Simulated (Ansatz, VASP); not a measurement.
Cd4Sn in VASP and in Ansatz

```
Sn Cd
1.0
     5.31406    0.00000    0.00000
     0.00000    5.31406    0.00000
     0.00000    0.00000    5.31406
Sn Cd
1 4
Direct
  0.00000 0.00000 0.00000
  0.30152 0.30152 0.30152
  0.69848 0.69848 0.30152
  0.30152 0.69848 0.69848
  0.69848 0.30152 0.69848
```

Alike in both runs: functional PBE; k mesh 4 × 4 × 4; no spin polarisation.

Ansatz relaxed the structure, and its values are those at the end. VASP's run is a single point on that final structure, the one shown.

|  | VASP | Ansatz |
| --- | --- | --- |
| version | VASP 6.6.1 | Ansatz 0.2.0 |
| potentials or method | VASP PAW PBE potentials, release 64 (Sn_d, Cd), cutoff 520 eV | PAW plane waves |
| occupations | fermi-dirac, width 0.1 eV | fermi-dirac |
| valence electrons in the cell | 62 | 94 |

Ansatz gave:

```
gap on the k mesh at the Fermi level (eV) : none
pressure (GPa)                            : 0.0
rms of the force components (eV/Å)        : 0.000
```

**Question.** Which values does VASP return?

**Answer.** gap on the k mesh at the Fermi level (eV): none; pressure (GPa): 0.1; rms of the force components (eV/Å): 0.007.

A gap of «none» marks a metal or a gap that the smearing closes. VASP's potentials hold 62 valence electrons a cell and Ansatz's 94, so a difference there can come from the potentials and not from the codes.
